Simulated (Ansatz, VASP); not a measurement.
**W in VASP and in Ansatz**

```
W
1.0
     0.00000    2.93381    2.93381
     2.93381    0.00000    2.93381
     2.93381    2.93381    0.00000
W
2
Direct
  0.12500 0.12500 0.12500
  0.87500 0.87500 0.87500
```

Alike in both runs: task single point; functional RPBE; k mesh 11 × 11 × 11; occupations fermi-dirac, width 0.1 eV; no spin polarisation.

```csv
,VASP,Ansatz
version,VASP 6.6.1,Ansatz 0.2.0
potentials or method,"VASP PAW PBE potentials, release 64 (W_sv), cutoff 520 eV","plane waves (420 eV) with PAW, scalar-relativistic"
valence electrons in the cell,28,28
```

Ansatz gave:

| Property | Result |
| --- | --- |
| pressure (GPa) | 0.0 |

Question: Estimate VASP's values.

Answer: Pressure (GPa): 0.4.

VASP's potentials were made for PBE, not for RPBE.

Spin-orbit coupling is off throughout.
